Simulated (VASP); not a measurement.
Wanted: the native input for a VASP 6.6.1 run.

```yaml
Task: electric field gradients
Functional: PBE
Potentials_or_basis: VASP PAW PBE potentials, release 64 (Sb)
Cutoff: 520 eV
k_mesh: 9 × 9 × 9
Occupations: fermi-dirac, width 0.05 eV
Spin: no spin polarisation
Dipole_correction: no
Further_INCAR_settings: ALGO = Normal; EDIFF = 1e-08; NBANDS = 12
```

The structure of Sb lies in POSCAR:

```
Sb
1.0
    2.1007438352      1.1827036773      3.7100774999
   -2.2004568288      1.2257156839      3.7530895065
   -0.0126070064     -2.5207393611      3.7688329936
Sb
2
Direct
    0.2336400000      0.2336400000      0.2336400000
    0.7663600000      0.7663600000      0.7663600000
```

This cell differs from its parent crystal: equal xy, yz and zx shear strains of -2 %.

One way to write it, as run:

INCAR

```
SYSTEM = Sb
PREC = Accurate
ENCUT = 520
EDIFF = 1E-8
ISMEAR = -1
SIGMA = 0.05
LREAL = .False.
LASPH = .True.
NELM = 100
ALGO = Normal
ISIF = 2
LWAVE = .False.
LCHARG = .False.
GGA = PE
LEFG = .True.
NBANDS = 12
```

KPOINTS

```
Automatic mesh
0
Gamma
  9 9 9
  0 0 0
```

Potentials or basis: VASP PAW PBE potentials, release 64 (Sb).

Command:

```sh
$ cat potpaw_PBE.64/Sb/POTCAR > POTCAR
$ mpirun -np 1 vasp_std > vasp.out
```

Results of the run:

| Item | Value |
| --- | --- |
| Pressure | 3.2 GPa |
| Largest force | 0.272 eV/Å |
| Band gap on the k mesh | zero (bands 5 and 6 overlap by 0.05 eV) |
| Largest electric field gradient by atom | Sb -49.7 V/Å² |

Caveat: the cell differs from its parent crystal (equal xy, yz and zx shear strains of -2 %); the cell stands under pressure; without QUAD_EFG the Cq values of the log hold for a quadrupole moment of 1 mb, not for the nuclei; spin-orbit coupling is left out, which moves the levels of the heavy elements.

It took 2.2 min on 1 thread of Intel(R) Xeon(R) Platinum 8488C (Sapphire Rapids), on a shared host, peak memory 0.37 GiB.
